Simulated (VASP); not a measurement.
Write the native input for VASP 6.6.1 that does the following.

```yaml
Task: single point
Functional: PBE
Potentials_or_basis: VASP PAW PBE potentials, release 64 (Na_pv, I)
Cutoff: 520 eV
k_mesh: 6 × 6 × 6
Occupations: gaussian, width 0.02 eV
Spin: no spin polarisation
Dipole_correction: no
Further_INCAR_settings: ALGO = Normal; EDIFF = 1e-06; NBANDS = 14
```

The structure of NaI lies in POSCAR:

```
NaI
1.0
    0.0000000000      3.2640968622      3.2640968622
    3.2640968622      0.0000000000      3.2640968622
    3.2640968622      3.2640968622      0.0000000000
Na I
1 1
Direct
    0.0000000000      0.0000000000      0.0000000000
    0.5000000000      0.5000000000      0.5000000000
```

One way to write it, as run:

INCAR

```
PREC = Accurate
ENCUT = 520
EDIFF = 1E-6
ISMEAR = 0
SIGMA = 0.02
LREAL = F
LASPH = T
NELM = 60
ALGO = Normal
ISIF = 2
LWAVE = F
LCHARG = F
GGA = PE
NBANDS = 14
```

KPOINTS

```
regular mesh
0
Gamma
  6 6 6
```

Potentials or basis: VASP PAW PBE potentials, release 64 (Na_pv, I).

The run is started by

```console
$ cat potpaw_PBE.64/Na_pv/POTCAR potpaw_PBE.64/I/POTCAR > POTCAR
$ mpirun -np 1 vasp_std > vasp.out
```

Results of the run:

| Property | Result |
| --- | --- |
| Pressure | 0.0 GPa |
| Band gap on the k mesh | 3.57 eV, direct |

Caveat: spin-orbit coupling is left out, which moves the levels of the heavy elements.

Wall time 12 s on 1 thread of Intel(R) Xeon(R) Platinum 8259CL CPU @ 2.50GHz (Skylake/Cascade Lake) (shared host), peak memory 0.2 GiB.
